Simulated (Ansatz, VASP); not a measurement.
Two plane-wave programs on TaN

File INCAR:

```
PREC = Accurate
ENCUT = 520
EDIFF = 1E-8
ISMEAR = -1
SIGMA = 0.01
LREAL = F
LASPH = T
NELM = 60
ALGO = Normal
ISIF = 2
LWAVE = F
LCHARG = F
GGA = PS
LEFG = T
NBANDS = 24
```

File KPOINTS:

```
Automatic mesh
0
Gamma
  9 9 5
```

File POSCAR:

```
TaN
1.0
    2.9857803976      0.0000000000      0.0000000000
   -1.4928901988      2.5857616744      0.0000000000
    0.0000000000      0.0000000000      4.8176044827
Ta N
2 2
Direct
    0.0000000000      0.0000000000      0.0000000000
    0.0000000000      0.0000000000      0.5000000000
    0.3333333333      0.6666666667      0.2500000000
    0.6666666667      0.3333333333      0.7500000000
```

Input for Ansatz:

```yaml
crystal:
  lattice:
    - [2.9857803976, 0.0, 0.0]
    - [-1.4928901988, 2.5857616744, 0.0]
    - [0.0, 0.0, 4.8176044827]
  atoms:
    - { symbol: Ta, position: [0.0, 0.0, 0.0] }
    - { symbol: Ta, position: [0.0, 0.0, 0.5] }
    - { symbol: "N", position: [0.3333333333, 0.6666666667, 0.25] }
    - { symbol: "N", position: [0.6666666667, 0.3333333333, 0.75] }
kpoints:
  mp_grid: { grid: [9, 9, 5] }
scf:
  occupations: { method: fermi_dirac, width: 0.01 }
hamiltonian:
  xc: pbesol
  pseudopotentials: { kind: paw }
output:
  forces: true
  stress: true
  eigenvalues: true
  efg: { contact_densities: true }
  write_density: true
  write_potential: true
  elf: true
  volumetric_format: npy
```

Change from the starting cell: volume scaled by 0.94, PAW files.

Alike in both runs: task electric field gradients; functional PBEsol; k mesh 9 × 9 × 5; occupations fermi-dirac, width 0.01 eV; no spin polarisation.

|  | VASP | Ansatz |
| --- | --- | --- |
| version | VASP 6.6.1 | Ansatz 0.2.0 |
| potentials or method | VASP PAW PBE potentials, release 64 (Ta_pv, N) | PAW with Ansatz's default frozen-core files, scalar-relativistic |
| plane-wave cutoff (eV) | 520 | 420 |
| valence electrons in the cell | 32 | 36 |

|  | VASP | Ansatz | Ansatz less VASP |
| --- | --- | --- | --- |
| pressure (GPa) | 86.9 | 84.6 | -2.24 |
| traceless stress, the component that is largest in VASP (GPa) | 68.29 | 67.68 | -0.616 |
| size of Vzz on the site where it differs most (V/Å²) | 174.1 | 192.1 | +18.03 |

VASP's potentials were made for PBE, not for PBEsol. Both programs put the cell under a high pressure, so it lies far from rest at this level. VASP's potentials hold 32 valence electrons a cell and Ansatz's 36, so a difference there can come from the potentials and not from the codes.

Spin-orbit coupling is off throughout. Noted on VASP's run: the cell as given lies far from equilibrium.
